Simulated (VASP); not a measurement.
Here is a VASP 6.6.1 calculation.

Contents of INCAR:

```
SYSTEM = AgCl
PREC = Accurate
ENCUT = 520
EDIFF = 1E-8
ISMEAR = -1
SIGMA = 0.03
LREAL = .False.
LASPH = .True.
NELM = 100
ALGO = Normal
ISIF = 2
LWAVE = .False.
LCHARG = .False.
GGA = PS
LEFG = .True.
NBANDS = 26
```

File KPOINTS:

```
regular mesh
0
Gamma
  9 9 8
  0 0 0
```

File POSCAR:

```
AgCl
1.0
    1.8896188000     -5.6121611882      0.0000000000
    1.8896188000      5.6121611882      0.0000000000
    0.0000000000      0.0000000000      3.9240373500
Ag Cl
2 2
Direct
    0.3965554000      0.6034446000      0.7500000000
    0.6034446000      0.3965554000      0.2500000000
    0.8654487300      0.1345512700      0.2500000000
    0.1345512700      0.8654487300      0.7500000000
```

Potentials or basis: VASP PAW PBE potentials, release 64 (Ag, Cl).

The run is started by

```console
$ cat potpaw_PBE.64/Ag/POTCAR potpaw_PBE.64/Cl/POTCAR > POTCAR
$ mpirun -np 1 vasp_std > vasp.out
```

Question: Predict the band gap on the k mesh.

Answer: 0.33 eV (least direct gap 1.80 eV).

Question: Predict the pressure.

Answer: -3.8 GPa.

Question: Predict the largest force.

Answer: 0.041 eV/Å.

Stress tensor (GPa, compression positive):
```
-4.13  0.00  0.00
 0.00 -3.00  0.00
 0.00  0.00 -4.29
```

Caveat: the cell differs from its parent crystal (equal xx and yy strain of +1 %); the cell stands under tension; semilocal functionals underestimate gaps, and a narrow one can read as zero; without QUAD_EFG the Cq values of the log hold for a quadrupole moment of 1 mb, not for the nuclei; the PAW data sets were made with another functional, which shifts forces and pressure a little. A k mesh can miss the band edges.
